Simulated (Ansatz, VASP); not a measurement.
# Two plane-wave programs on ZnO

```
Zn O
1.0
     3.24940    0.00000    0.00000
    -1.62470    2.81406    0.00000
     0.00000    0.00000    5.20380
Zn O
2 2
Direct
  0.33333 0.66667 0.00000
  0.66667 0.33333 0.50000
  0.33333 0.66667 0.38210
  0.66667 0.33333 0.88210
```

Alike in both runs: task relaxation of cell and atoms; functional PBE; dispersion D3(BJ); k mesh 12 × 12 × 6; occupations gaussian, width 0.02 eV; no spin polarisation.

|  | VASP | Ansatz |
| --- | --- | --- |
| version | VASP 6.6.1 | Ansatz 0.2.0 |
| potentials or method | VASP PAW PBE potentials, release 64 (Zn, O), cutoff 600 eV | scalar-relativistic, plane waves, PAW |
| valence electrons in the cell | 36 | 36 |

VASP gave:

| Property | Result |
| --- | --- |
| gap on the k mesh at the Fermi level, each at its own relaxed structure (eV) | 0.75 |
| relaxed volume (Å³/atom) | 12.13 |
| relaxed cell length with the largest relative difference (Å) | 3.261 |

**Question.** What did Ansatz give for the same quantities?

**Answer.** gap on the k mesh at the Fermi level, each at its own relaxed structure (eV): 0.78; relaxed volume (Å³/atom): 12.06; relaxed cell length with the largest relative difference (Å): 3.255.
